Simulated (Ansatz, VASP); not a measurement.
One calculation of Ga3As3CO, two programs

File INCAR:

```
PREC = Accurate
ENCUT = 520
EDIFF = 1E-6
ISMEAR = 0
SIGMA = 0.05
LREAL = False
LASPH = True
NELM = 120
ALGO = Normal
ISIF = 2
LWAVE = False
LCHARG = False
LDIPOL = True
IDIPOL = 3
DIPOL = 0.5 0.5 0.323
GGA = PE
IVDW = 12
NBANDS = 57
GGA_COMPAT = False
NELMDL = -8
```

Contents of KPOINTS:

```
regular mesh
0
Gamma
  7 5 1
```

Contents of POSCAR:

```
Ga3As3CO
1.0
    4.0137031111      0.0000000000      0.0000000000
    0.0000000000      5.6762333751      0.0000000000
    0.0000000000      0.0000000000     23.3352699083
Ga As O C
3 3 1 1
Direct
    0.5000000000      0.5000000000      0.1714143447
    0.0000000000      0.0653835255      0.2680035048
    0.5000000000      0.4894639609      0.3228546357
    0.0000000000      0.2500000000      0.1714143447
    0.5000000000      0.8102208698      0.2504948966
    0.0000000000      0.2887573198      0.3593388866
    0.0000000000      0.2887573198      0.4964703624
    0.0000000000      0.2887573198      0.5457519865
```

Input for Ansatz:

```yaml
crystal:
  lattice:
    - [4.0137031111, 0.0, 0.0]
    - [0.0, 5.6762333751, 0.0]
    - [0.0, 0.0, 23.3352699083]
  atoms:
    - { symbol: Ga, position: [0.5, 0.5, 0.1714143447] }
    - { symbol: As, position: [0.0, 0.25, 0.1714143447] }
    - { symbol: Ga, position: [0.0, 0.0653835255, 0.2680035048] }
    - { symbol: As, position: [0.5, 0.8102208698, 0.2504948966] }
    - { symbol: Ga, position: [0.5, 0.4894639609, 0.3228546357] }
    - { symbol: As, position: [0.0, 0.2887573198, 0.3593388866] }
    - { symbol: O, position: [0.0, 0.2887573198, 0.4964703624] }
    - { symbol: C, position: [0.0, 0.2887573198, 0.5457519865] }
basis:
  ecutwfc: 420
kpoints:
  mp_grid: { grid: [7, 5, 1] }
hamiltonian:
  xc: pbe
  pseudopotentials: { kind: paw, azcp: { folder: soft_1 } }
  dispersion: d3bj
scf:
  occupations: { method: gaussian, width: 0.05 }
output:
  forces: true
  eigenvalues: true
efield:
  axis: 3
  dipole_correction: true
  ramp_width: 0.04
```

Alike in both runs: task single point; functional PBE; dispersion D3(BJ); k mesh 7 × 5 × 1; occupations gaussian, width 0.05 eV; no spin polarisation.

|  | VASP | Ansatz |
| --- | --- | --- |
| version | VASP 6.6.1 | Ansatz 0.2.0 |
| potentials or method | VASP PAW PBE potentials, release 64 (Ga_d, As_d, O, C), cutoff 520 eV | scalar-relativistic, plane waves, PAW |
| valence electrons in the cell | 94 | 94 |

```csv
,VASP,Ansatz,Ansatz less VASP
gap on the k mesh at the Fermi level (eV),0.40,0.41,+0.003
least direct gap on the mesh (eV),0.75,0.75,+0.003
rms of the force components (eV/Å),0.395,0.565,+0.1704
```

Noted on VASP's run: the standard files for N, O and F lose accuracy on very short bonds.
